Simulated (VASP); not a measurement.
Here is a VASP 6.6.1 calculation.

File INCAR:

```
SYSTEM = TaN
PREC = Accurate
ENCUT = 520
EDIFF = 1E-6
ISMEAR = 0
SIGMA = 0.15
LREAL = .False.
LASPH = .True.
NELM = 80
ALGO = Fast
ISIF = 2
LWAVE = .False.
LCHARG = .True.
GGA = PS
LELF = .True.
LVHAR = .True.
NBANDS = 42
```

File KPOINTS:

```
Automatic mesh
0
Gamma
  15 15 5
  0 0 0
```

File POSCAR:

```
TaN
1.0
    1.4619341542     -2.5321442324      0.0000000000
    0.0000000000      0.0000000000     -2.8704762697
    9.8812860216      5.1422644262      0.0000000000
Ta N
4 4
Direct
    0.3609481140      0.5000000000      0.8343113158
   -0.0252842296      0.5000000000      0.1517053775
    0.4367932183      0.5000000000      0.3792406903
   -0.1011293338      0.5000000000      0.6067760031
    0.4873566211      0.0000000000      0.0758602733
   -0.0505659310      0.0000000000      0.3033955861
    0.4115115169      0.0000000000      0.5309308988
   -0.1264110353      0.0000000000      0.7584662116
```

Potentials or basis: VASP PAW PBE potentials, release 64 (Ta_pv, N).

Command:

```sh
$ cat potpaw_PBE.64/Ta_pv/POTCAR potpaw_PBE.64/N/POTCAR > POTCAR
$ mpirun -np 1 vasp_std > vasp.out
```

Q: What does it give for the band gap on the k mesh?

A: Zero (bands 32 and 33 overlap by 0.81 eV).

Q: Predict the largest force.

A: 2.737 eV/Å.

Q: Estimate the pressure.

A: -8.4 GPa.

Forces on the atoms (eV/Å):
```
Ta   1.307  0.305  0.000
Ta  -2.385 -1.343  0.000
Ta  -0.110 -0.039  0.000
Ta   0.326  0.248  0.000
N    0.544  0.815  0.000
N   -0.106 -0.065  0.000
N    0.068  0.035  0.000
N    0.356  0.043  0.000
```

Caveat: the cell stands under tension; the PAW data sets were made with another functional, which shifts forces and pressure a little; spin-orbit coupling is left out, which moves the levels of the heavy elements.
